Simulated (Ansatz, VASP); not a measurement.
## Two plane-wave programs on SrCl

```
Sr Cl
1.0
     0.00000    2.96702    2.96702
     2.96702    0.00000    2.96702
     2.96702    2.96702    0.00000
Sr Cl
1 1
Direct
  0.50000 0.50000 0.50000
  0.00000 0.00000 0.00000
```

Alike in both runs: functional PBEsol; k mesh 6 × 6 × 6; occupations gaussian, width 0.1 eV; no spin polarisation.

Ansatz relaxed the structure, and its values are those at the end. VASP's run is a single point on that final structure, the one shown.

```csv
,VASP,Ansatz
version,VASP 6.6.1,Ansatz 0.2.0
potentials or method,"VASP PAW PBE potentials, release 64 (Sr_sv, Cl), cutoff 520 eV","scalar-relativistic, plane waves, PAW"
valence electrons in the cell,17,17
```

Ansatz gave:

```
gap on the k mesh at the Fermi level (eV) : none
pressure (GPa)                            : -0.4
```

Task: What did VASP give for the same quantities?

Result: gap on the k mesh at the Fermi level (eV): none; pressure (GPa): -0.1.

VASP's potentials were made for PBE, not for PBEsol. A gap of «none» marks a metal or a gap that the smearing closes.
